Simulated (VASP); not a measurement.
# MgF2 (P4_2/mnm) in VASP: a series of runs

MgF2 is run at these levels: PBE; tasks: relaxation of shape and atoms at fixed volume.

All numbers are computed with VASP 6.6.1; they aren't measurements. Logs are shortened: lines on timing, memory, paths and dates and some standing lists are left out, and cuts for length are marked.

## 1. The cell of the first run

It takes space group P4_2/mnm (No. 136, tetragonal). Conventional cell: a = 4.795 Å, b = 4.795 Å, c = 3.147 Å, α = 90.00°, β = 90.00°, γ = 90.00°. Mg (site symmetry mmm) has 6 F at 2.06 Å within 2.7 Å. Within 2.7 Å of F (site symmetry m2m) lie 3 Mg at 2.06 Å and 1 F at 2.65 Å.

## 2. Relaxation of shape and atoms at fixed volume, PBE (12.06 Å³/atom)

File INCAR:

```
SYSTEM = MgF2
  ALGO = Normal
  EDIFF = 1E-7
  EDIFFG = -0.01
  ENCUT = 600
  GGA = PE
  GGA_COMPAT = .FALSE.
  IBRION = 2
  ISIF = 4
  ISMEAR = 0
  LASPH = .TRUE.
  LCHARG = .FALSE.
  LREAL = .FALSE.
  LWAVE = .FALSE.
  NELM = 120
  NELMIN = 4
  NSW = 50
  PREC = Accurate
  SIGMA = 0.02
```

File KPOINTS:

```
k-points
0
G
  6 6 8
  0 0 0
```

File POSCAR:

```
MgF2
1.0
    4.7952160139      0.0000000000      0.0000000000
    0.0000000000      4.7952160139      0.0000000000
    0.0000000000      0.0000000000      3.1465219939
Mg F
2 4
Direct
    0.0000000000      0.0000000000      0.0000000000
    0.5000000000      0.5000000000      0.5000000000
    0.3042908407      0.3042908407      0.0000000000
    0.1957091593      0.8042908407      0.5000000000
    0.6957091593      0.6957091593      0.0000000000
    0.8042908407      0.1957091593      0.5000000000
```

Potentials or basis: VASP PAW PBE potentials, release 64 (Mg, F).

Command:

```console
cat potpaw_PBE.64/Mg/POTCAR potpaw_PBE.64/F/POTCAR > POTCAR
mpirun -np 1 vasp_std > vasp.out
```

OUTCAR:

```text
SYSTEM = MgF2
   EDIFF = 1E-7
   EDIFFG = -0.01
   ENCUT = 600
   GGA = PE
   IBRION = 2
   ISIF = 4
   ISMEAR = 0
   LASPH = .TRUE.
   LREAL = .FALSE.
   NELM = 120
   NELMIN = 4
   NSW = 50
   PREC = Accurate

 ion  position               nearest neighbor table
   1  0.000  0.000  0.000-   4 2.06   6 2.06   4 2.06   6 2.06   5 2.06   3 2.06
   2  0.500  0.500  0.500-   3 2.06   5 2.06   3 2.06   5 2.06   4 2.06   6 2.06
   3  0.304  0.304  0.000-   2 2.06   2 2.06   1 2.06
   4  0.196  0.804  0.500-   1 2.06   1 2.06   2 2.06
   5  0.696  0.696  0.000-   2 2.06   2 2.06   1 2.06
   6  0.804  0.196  0.500-   1 2.06   1 2.06   2 2.06

  LATTYP: Found a simple tetragonal cell.
 ALAT       =     4.7952160139
 C/A-ratio  =     0.6561794056

  Lattice vectors:

 A1 = (   4.7952160139,   0.0000000000,   0.0000000000)
 A2 = (   0.0000000000,   4.7952160139,   0.0000000000)
 A3 = (   0.0000000000,   0.0000000000,   3.1465219939)

Analysis of symmetry for initial positions (statically):
=====================================================================
 Subroutine PRICEL returns:
 Original cell was already a primitive cell.

 Routine SETGRP: Setting up the symmetry group for a
 simple tetragonal supercell.

 Subroutine GETGRP returns: Found 16 space group operations
 (whereof  8 operations were pure point group operations)
 out of a pool of 16 trial point group operations.

The static configuration has the point symmetry D_2h.
 The point group associated with its full space group is D_4h.

Analysis of symmetry for dynamics (positions and initial velocities):
=====================================================================
 Subroutine PRICEL returns:
 Original cell was already a primitive cell.

 Routine SETGRP: Setting up the symmetry group for a
 simple tetragonal supercell.

 Subroutine GETGRP returns: Found 16 space group operations
 (whereof  8 operations were pure point group operations)
 out of a pool of 16 trial point group operations.

The dynamic configuration has the point symmetry D_2h.
 The point group associated with its full space group is D_4h.

 Subroutine INISYM returns: Found 16 space group operations
 (whereof  8 operations are pure point group operations),
 and found     1 'primitive' translations

----------------------------------------------------------------------------------------

                                     Primitive cell

  volume of cell :      72.3514

  direct lattice vectors                    reciprocal lattice vectors
     4.795216014  0.000000000  0.000000000     0.208541179  0.000000000  0.000000000
     0.000000000  4.795216014  0.000000000     0.000000000  0.208541179  0.000000000
     0.000000000  0.000000000  3.146521994     0.000000000  0.000000000  0.317811222

  length of vectors
     4.795216014  4.795216014  3.146521994     0.208541179  0.208541179  0.317811222

  position of ions in fractional coordinates (direct lattice)
     0.000000000  0.000000000  0.000000000
     0.500000000  0.500000000  0.500000000
     0.304290841  0.304290841  0.000000000
     0.195709159  0.804290841  0.500000000
     0.695709159  0.695709159  0.000000000
     0.804290841  0.195709159  0.500000000

  ion indices of the primitive-cell ions
   primitive index   ion index
                 1           1
                 2           2
                 3           3
                 4           4
                 5           5
                 6           6

----------------------------------------------------------------------------------------

 KPOINTS: k-points

Automatic generation of k-mesh.
 Grid dimensions read from file:
 generate k-points for:    6    6    8

 Generating k-lattice:

  Cartesian coordinates                     Fractional coordinates (reciprocal lattice)
     0.034756863  0.000000000  0.000000000     0.166666667  0.000000000  0.000000000
     0.000000000  0.034756863  0.000000000     0.000000000  0.166666667  0.000000000
     0.000000000  0.000000000  0.039726403     0.000000000  0.000000000  0.125000000

  Length of vectors
     0.034756863  0.034756863  0.039726403

  Shift w.r.t. Gamma in fractional coordinates (k-lattice)
     0.000000000  0.000000000  0.000000000

 Subroutine IBZKPT returns following result:
 ===========================================

 Found     50 irreducible k-points:

 Following reciprocal coordinates:
            Coordinates               Weight
  0.000000  0.000000  0.000000      1.000000
  0.166667  0.000000  0.000000      4.000000
  0.333333  0.000000  0.000000      4.000000
  0.500000  0.000000  0.000000      2.000000
  0.166667  0.166667  0.000000      4.000000
  0.333333  0.166667  0.000000      8.000000
[... 16 lines left out ...]
  0.333333  0.000000  0.250000      8.000000
  0.500000  0.000000  0.250000      4.000000
 [... further k-points ...]
   k-points           NKPTS =     50   k-points in BZ     NKDIM =     50   number of bands    NBANDS=     20
   number of dos      NEDOS =    301   number of ions     NIONS =      6
   total plane-waves  NPLWV =  44800
   dimension x,y,z NGX =    40 NGY =   40 NGZ =   28
   dimension x,y,z NGXF=    80 NGYF=   80 NGZF=   56
   ions per type =               2   4
   NGX,Y,Z   is equivalent  to a cutoff of  13.87, 13.87, 14.79 a.u.
   NGXF,Y,Z  is equivalent  to a cutoff of  27.74, 27.74, 29.59 a.u.
 SYSTEM =  MgF2
   PREC   = accura    normal or accurate (medium, high low for compatibility)
   ISTART =      0    job   : 0-new  1-cont  2-samecut
   ICHARG =      2    charge: 1-file 2-atom 10-const
   ISPIN  =      1    spin polarized calculation?
   LNONCOLLINEAR =      F non collinear calculations
   LSORBIT =      F    spin-orbit coupling
   LASPH  =      T    aspherical Exc in radial PAW
   ENCUT  =  600.0 eV  44.10 Ry    6.64 a.u.   9.58  9.58  6.28*2*pi/ulx,y,z
   NELM   =    120;   NELMIN=  4; NELMDL= -5     # of ELM steps
   EDIFF  = 0.1E-06   stopping-criterion for ELM
   LREAL  =      F    real-space projection
   EDIFFG = -.1E-01   stopping-criterion for IOM
   NSW    =     50    number of steps for IOM
   IBRION =      2    ionic relax: 0-MD 1-quasi-New 2-CG
   NFREE  =      1    steps in history (QN), initial steepest desc. (CG)
   ISIF   =      4    stress and relaxation
   ISYM   =      2    0-nonsym 1-usesym 2-fastsym
   POTIM  = 0.5000    time-step for ionic-motion
   TEBEG  =    0.0;   TEEND  =   0.0 temperature during run
   PSTRESS=    0.0 pullay stress
   NELECT =      32.0000    total number of electrons
   NUPDOWN=      -1.0000    fix difference up-down
   EMIN   =  10.00;   EMAX   =-10.00  energy-range for DOS
   EFERMI =   0.00;   METHOD = LEGACY
   ISMEAR =     0;   SIGMA  =   0.02  broadening in eV -4-tet -1-fermi 0-gaus
   EFERMI_NEDOS =   21; number of points for ismear=-14 and -15
   IALGO  =     38    algorithm
   IMIX   =      4    mixing-type and parameters
     AMIX     =   0.40;   BMIX     =  1.00
     AMIX_MAG =   1.60;   BMIX_MAG =  1.00
  volume/ion in A,a.u.               =      12.06        81.38
  Fermi-wavevector in a.u.,A,eV,Ry     =   1.247314  2.357082 21.167837  1.555792
  Thomas-Fermi vector in A             =   2.381452
   LORBIT       =      0    0 simple, 1 ext, 2 COOP (PROOUT), +10 PAW based schemes
   GGA     = PE    functional components
   LHFCALC =     F    Hartree Fock is set to
   AEXX    =    0.0000 exact exchange contribution
   IVDW    =     0    specifies the selected vdW correction
   LEPSILON=     F    determine dielectric tensor
   LRPA    =     F    only Hartree local field effects (RPA)
 conjugate gradient relaxation of ions
 non-spin polarized calculation
 Gauss-broadening in eV      SIGMA  =   0.02
  energy-cutoff  :      600.00
  volume of cell :       72.35
 maximum number of plane-waves:      2448
 NGX is ok and might be reduce to    40
   NGX = 19   NGY = 19   NGZ = 13

--------------------------------------- Ionic step        1  -------------------------------------------

 number of electron      31.9999992 magnetization

 Free energy of the ion-electron system (eV)
  ---------------------------------------------------
  ext. energy  EPLUGINS =         0.00000000
  ---------------------------------------------------
  free energy    TOTEN  =       -31.47899887 eV

  energy without entropy =      -31.47899887  energy(sigma->0) =      -31.47899887

------------------------ aborting loop because EDIFF is reached ----------------------------------------

  FORCE on cell =-STRESS in cart. coord.  units (eV):
  Direction    XX          YY          ZZ          XY          YZ          ZX
  --------------------------------------------------------------------------------------
  -------------------------------------------------------------------------------------
  Total       -2.4636565     -2.4636565     -2.7200066      0.0000000      0.0000000      0.0000000
  in kB      -54.5561379    -54.5561379    -60.2328501      0.0000000      0.0000000      0.0000000
  external PRESSURE =     -56.4483753 kB  Pullay stress =       0.0000000 kB
[... 65 lines left out ...]
  energy  without entropy=      -31.4796726031  energy(sigma->0) =      -31.47967260

--------------------------------------- Ionic step        3  -------------------------------------------

 number of electron      32.0000000 magnetization

 Free energy of the ion-electron system (eV)
  ---------------------------------------------------
  ext. energy  EPLUGINS =         0.00000000
  ---------------------------------------------------
  free energy    TOTEN  =       -31.48014726 eV

  energy without entropy =      -31.48014726  energy(sigma->0) =      -31.48014726

 E-fermi :  -1.6641     XC(G=0):  -9.2398

 val. band max:       -1.8133774087   @ k =   0.0000   0.0000   0.0000
 cond. band min:       4.6246529342   @ k =   0.0000   0.0000   0.0000
 fundamental gap:      6.4380303428
 Fermi energy:        -1.6641074000

 k-point     1 :       0.0000    0.0000    0.0000
  band No.  band energies     occupation
      1     -22.2080      2.00000
      2     -21.5769      2.00000
      3     -21.5769      2.00000
      4     -21.5203      2.00000
      5      -5.5134      2.00000
      6      -3.9091      2.00000
[... 12 lines left out ...]
     19       9.7882      0.00000
[... 513 lines left out ...]
      4     -21.5125      2.00000
      5      -4.6301      2.00000
      6      -4.6301      2.00000
[... 12 lines left out ...]
     19      11.9888      0.00000
     20      11.9888      0.00000

 [... further k-points ...]

------------------------ aborting loop because EDIFF is reached ----------------------------------------

  FORCE on cell =-STRESS in cart. coord.  units (eV):
  Direction    XX          YY          ZZ          XY          YZ          ZX
  --------------------------------------------------------------------------------------
  -------------------------------------------------------------------------------------
  Total       -2.4770562     -2.4770562     -2.4825729      0.0000000      0.0000000      0.0000000
  in kB      -54.8528643    -54.8528643    -54.9750287      0.0000000      0.0000000      0.0000000
  external PRESSURE =     -54.8935858 kB  Pullay stress =       0.0000000 kB
[... 21 lines left out ...]
  FREE ENERGIE OF THE ION-ELECTRON SYSTEM (eV)
  ---------------------------------------------------
  free  energy   TOTEN  =       -31.4801472596 eV

  energy  without entropy=      -31.4801472596  energy(sigma->0) =      -31.48014726

 reached required accuracy - stopping structural energy minimisation
```

It took 61 s on 1 thread of Intel Xeon 6975P-C (Granite Rapids), shared host; peak memory 0.24 GiB.

Results:

- Free energy: -31.4801 eV
- Energy gained by relaxing: 0.2 meV/atom
- Ionic steps: 3
- Pressure after relaxing: -5.5 GPa
- Band gap on the k mesh: 6.44 eV

The path:
```csv
step,energy change (eV),largest force (eV/Å),pressure (GPa),volume (Å³)
1,0.0000,0.0492,-5.64,72.35
2,-0.0007,0.0315,-5.60,72.35
3,-0.0011,0.0005,-5.49,72.35
```

Final structure:
```yaml
crystal:
  lattice:
    - [4.80446, 0.00000, 0.00000]
    - [0.00000, 4.80446, 0.00000]
    - [0.00000, 0.00000, 3.13443]
  atoms:
    - { symbol: Mg, position: [0.00000, 0.00000, 0.00000] }
    - { symbol: Mg, position: [0.50000, 0.50000, 0.50000] }
    - { symbol: F, position: [0.30527, 0.30527, 0.00000] }
    - { symbol: F, position: [0.19473, 0.80527, 0.50000] }
    - { symbol: F, position: [0.69473, 0.69473, 0.00000] }
    - { symbol: F, position: [0.80527, 0.19473, 0.50000] }
```

Levels at points of the mesh, in eV from the valence-band top:
```tsv
k point	band 12	band 13	band 14	band 15	band 16	band 17	band 18	band 19	band 20
(0.00, 0.00, 0.00)	-1.10	-0.71	-0.30	-0.30	0.00	6.44	11.60	11.60	12.98
(0.50, 0.00, 0.00)	-1.21	-0.90	-0.90	-0.34	-0.34	8.72	8.72	12.79	12.79
(0.50, 0.50, 0.00)	-1.14	-0.83	-0.83	-0.66	-0.66	10.16	10.16	10.61	10.61
(0.00, 0.00, 0.50)	-1.30	-0.94	-0.94	-0.74	-0.74	11.04	11.04	14.30	14.30
(0.50, 0.00, 0.50)	-1.20	-0.66	-0.66	-0.57	-0.57	12.00	12.00	12.45	12.45
(0.50, 0.50, 0.50)	-1.28	-0.52	-0.52	-0.46	-0.46	12.22	12.22	12.74	12.74
```

A k mesh can miss the band edges.

## 3. Relaxation of shape and atoms at fixed volume, PBE (12.51 Å³/atom)

This run uses another cell than the first one, of 12.51 Å³/atom.

File INCAR:

```
SYSTEM = MgF2
PREC = Accurate ; ENCUT = 600
EDIFF = 1E-7 ; ISMEAR = 0
SIGMA = 0.02 ; LREAL = .False.
LASPH = .True. ; NELM = 120
ALGO = Normal ; ISIF = 4
LWAVE = .False. ; LCHARG = .False.
GGA = PE ; IBRION = 2
NSW = 50 ; EDIFFG = -0.01
GGA_COMPAT = .False. ; NELMIN = 4
```

File KPOINTS:

```
Automatic mesh
0
Gamma
  6 6 8
  0 0 0
```

File POSCAR:

```
MgF2
1.0
    4.8618944516      0.0000000000      0.0000000000
    0.0000000000      4.8618944516      0.0000000000
    0.0000000000      0.0000000000      3.1763100654
Mg F
2 4
Direct
    0.0000000000      0.0000000000      0.0000000000
    0.5000000000      0.5000000000      0.5000000000
    0.3051777086      0.3051777086      0.0000000000
    0.1948222914      0.8051777086      0.5000000000
    0.6948222914      0.6948222914      0.0000000000
    0.8051777086      0.1948222914      0.5000000000
```

Potentials or basis: VASP PAW PBE potentials, release 64 (Mg, F).

Command:

```console
cat potpaw_PBE.64/Mg/POTCAR potpaw_PBE.64/F/POTCAR > POTCAR
mpirun -np 1 vasp_std > vasp.out
```

OUTCAR:

```text
SYSTEM = MgF2
   PREC = Accurate
   ENCUT = 600
   EDIFF = 1E-7
   ISMEAR = 0
   LREAL = .False.
   LASPH = .True.
   NELM = 120
   ISIF = 4
   GGA = PE
   IBRION = 2
   NSW = 50
   EDIFFG = -0.01
   NELMIN = 4

 ion  position               nearest neighbor table
   1  0.000  0.000  0.000-   4 2.08   6 2.08   4 2.08   6 2.08   5 2.10   3 2.10
   2  0.500  0.500  0.500-   3 2.08   5 2.08   3 2.08   5 2.08   4 2.10   6 2.10
   3  0.305  0.305  0.000-   2 2.08   2 2.08   1 2.10
   4  0.195  0.805  0.500-   1 2.08   1 2.08   2 2.10
   5  0.695  0.695  0.000-   2 2.08   2 2.08   1 2.10
   6  0.805  0.195  0.500-   1 2.08   1 2.08   2 2.10

  LATTYP: Found a simple tetragonal cell.
 ALAT       =     4.8618944516
 C/A-ratio  =     0.6533070796

  Lattice vectors:

[... 274 lines left out ...]
  ext. energy  EPLUGINS =         0.00000000
  ---------------------------------------------------
  free energy    TOTEN  =       -31.37515565 eV

  energy without entropy =      -31.37515565  energy(sigma->0) =      -31.37515565

 E-fermi :  -1.9312     XC(G=0):  -9.0659

 val. band max:       -2.0181242622   @ k =   0.0000   0.0000   0.0000
 cond. band min:       4.2112071687   @ k =   0.0000   0.0000   0.0000
 fundamental gap:      6.2293314309
 Fermi energy:        -1.9311501280

 k-point     1 :       0.0000    0.0000    0.0000
  band No.  band energies     occupation
      1     -22.2997      2.00000
      2     -21.7197      2.00000
      3     -21.7197      2.00000
      4     -21.6805      2.00000
      5      -5.5867      2.00000
      6      -3.9763      2.00000
[... 541 lines left out ...]
     19      11.5273      0.00000
     20      11.5273      0.00000

 [... further k-points ...]

------------------------ aborting loop because EDIFF is reached ----------------------------------------

  FORCE on cell =-STRESS in cart. coord.  units (eV):
  Direction    XX          YY          ZZ          XY          YZ          ZX
  --------------------------------------------------------------------------------------
  -------------------------------------------------------------------------------------
  Total       -3.5985075     -3.5985075     -3.5874551      0.0000000      0.0000000      0.0000000
  in kB      -76.7890078    -76.7890078    -76.5531583      0.0000000      0.0000000      0.0000000
  external PRESSURE =     -76.7103913 kB  Pullay stress =       0.0000000 kB
[... 21 lines left out ...]
  FREE ENERGIE OF THE ION-ELECTRON SYSTEM (eV)
  ---------------------------------------------------
  free  energy   TOTEN  =       -31.3751556515 eV

  energy  without entropy=      -31.3751556515  energy(sigma->0) =      -31.37515565

 reached required accuracy - stopping structural energy minimisation
```

CONTCAR:

```text
MgF2
   1.00000000000000
     4.8774662783547180    0.0000000000000000    0.0000000000000000
    -0.0000000000000000    4.8774662783547180    0.0000000000000000
     0.0000000000000000    0.0000000000000000    3.1560610292884803
  Mg              F
     2     4
Direct
     0.0000000000000000    0.0000000000000000    0.0000000000000000
     0.5000000000000000    0.5000000000000000    0.5000000000000000
     0.3068611257452525    0.3068611257452525    0.0000000000000000
     0.1931388742547474    0.8068611257452526    0.5000000000000000
     0.6931388742547474    0.6931388742547474    0.0000000000000000
     0.8068611257452526    0.1931388742547474    0.5000000000000000

  0.00000000E+00  0.00000000E+00  0.00000000E+00
  0.00000000E+00  0.00000000E+00  0.00000000E+00
  0.00000000E+00  0.00000000E+00  0.00000000E+00
  0.00000000E+00  0.00000000E+00  0.00000000E+00
  0.00000000E+00  0.00000000E+00  0.00000000E+00
  0.00000000E+00  0.00000000E+00  0.00000000E+00
```

It took 67 s on 1 thread of Intel Xeon 6975P-C (Granite Rapids), shared host; peak memory 0.25 GiB.

What came out:

```yaml
Free_energy: -31.3752 eV
Energy_gained_by_relaxing: 0.4 meV/atom
Ionic_steps: 3
Pressure_after_relaxing: -7.7 GPa
Band_gap_on_the_k_mesh: 6.23 eV
```

The path:
```tsv
step	energy change (eV)	largest force (eV/Å)	pressure (GPa)	volume (Å³)
1	0.0000	0.0675	-7.96	75.08
2	-0.0013	0.0489	-7.89	75.08
3	-0.0026	0.0013	-7.67	75.08
```

Final structure:
```
Mg F
1.0
     4.87747    0.00000    0.00000
     0.00000    4.87747    0.00000
     0.00000    0.00000    3.15606
Mg F
2 4
Direct
  0.00000 0.00000 0.00000
  0.50000 0.50000 0.50000
  0.30686 0.30686 0.00000
  0.19314 0.80686 0.50000
  0.69314 0.69314 0.00000
  0.80686 0.19314 0.50000
```

Levels at points of the mesh, in eV from the valence-band top:
| k point | band 14 | band 15 | band 16 | band 17 | band 18 | band 19 |
| --- | --- | --- | --- | --- | --- | --- |
| (0.00, 0.00, 0.00) | -0.29 | -0.29 | 0.00 | 6.23 | 11.39 | 11.39 |
| (0.50, 0.00, 0.00) | -0.88 | -0.33 | -0.33 | 8.46 | 8.46 | 12.54 |
| (0.50, 0.50, 0.00) | -0.78 | -0.63 | -0.63 | 9.81 | 9.81 | 10.37 |
| (0.00, 0.00, 0.50) | -0.87 | -0.71 | -0.71 | 10.78 | 10.78 | 14.09 |
| (0.50, 0.00, 0.50) | -0.64 | -0.54 | -0.54 | 11.76 | 11.76 | 12.11 |
| (0.50, 0.50, 0.50) | -0.48 | -0.45 | -0.45 | 11.88 | 11.88 | 12.53 |
